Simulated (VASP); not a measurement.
Crystal: HfIn4SiO6.

```
Hf In Si O
1.0
     3.23023   -5.57768   -0.02470
     3.23023    5.57768   -0.02470
    -1.49068    0.00000    6.32030
Hf In Si O
1 4 1 6
Direct
  0.10178 0.10178 0.00912
  0.79222 0.48204 0.00818
  0.48204 0.79222 0.00818
  0.54472 0.21983 0.48398
  0.21983 0.54472 0.48398
  0.85433 0.85433 0.44523
  0.83500 0.58822 0.38104
  0.58822 0.83500 0.38104
  0.02899 0.02899 0.29500
  0.97920 0.97920 0.69555
  0.42852 0.14514 0.07435
  0.14514 0.42852 0.07435
```

Base run:

- Program: VASP 6.6.1
- Functional: PBE
- Dispersion: D3(BJ)
- Potentials or basis: VASP PAW PBE potentials, release 64 (Hf_pv, In_d, Si, O)
- Cutoff: 520 eV
- k mesh: 4 × 4 × 3
- Occupations: fermi-dirac, width 0.05 eV
- Spin: no spin polarisation

Its results: band gap on the k mesh 0.55 eV (least direct gap 0.81 eV); pressure -1.8 GPa; largest force 0.192 eV/Å.

**Question.** The run is repeated on the same cell with these changes: dispersion from D3(BJ) to none. What comes out?

**Answer.** Band gap on the k mesh 0.55 eV (least direct gap 0.81 eV); pressure -0.2 GPa; largest force 0.194 eV/Å.

Dispersion adds attraction, which lowers the pressure at fixed volume and, as a term added to the energy, leaves the levels alone.

Caveats: spin-orbit coupling is left out, which moves the levels of the heavy elements; an odd mesh through Γ misses points on the zone boundary, where band edges can lie; three body term missing (at least some runs).
